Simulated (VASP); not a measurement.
Runs of VASP 6.6.1 on SiO. It takes space group F-43m (No. 216, cubic). The conventional cell has a = 4.867 Å, b = 4.867 Å, c = 4.867 Å, α = 90.00°, β = 90.00°, γ = 90.00°. Within 2.8 Å of Si (site symmetry -43m) lie 4 O at 2.11 Å. O (site symmetry -43m) has 4 Si at 2.11 Å within 2.8 Å. 

```tsv
level	screening parameter	gap on the mesh (eV)	pressure (GPa)
PBEsol-based global hybrid with 25 % exact exchange	-	0.92	-3.5
PBE0	-	0.94	(a)
PBE-based screened hybrid with 25 % exact exchange	0.6 1/Å	0.13	(b)
PBE-based screened hybrid with 25 % exact exchange	0.1 1/Å	0.53	-1.3
PBE-based screened hybrid with 25 % exact exchange	0.4 1/Å	0.16	-1.3
```

Alike in all rows: task single point; potentials or basis VASP PAW PBE potentials, release 64 (Si, O); no spin polarisation; cell as given; k mesh 5 × 5 × 5; cutoff (eV) 520; smearing fermi-dirac 0.05 eV.

Question: Estimate the missing entries.

Answer: (a) -1.0; (b) -1.2.

Caveats: all runs use coarse meshes; the PAW data sets were made with another functional, which shifts forces and pressure a little; an odd mesh through Γ misses points on the zone boundary, where band edges can lie.
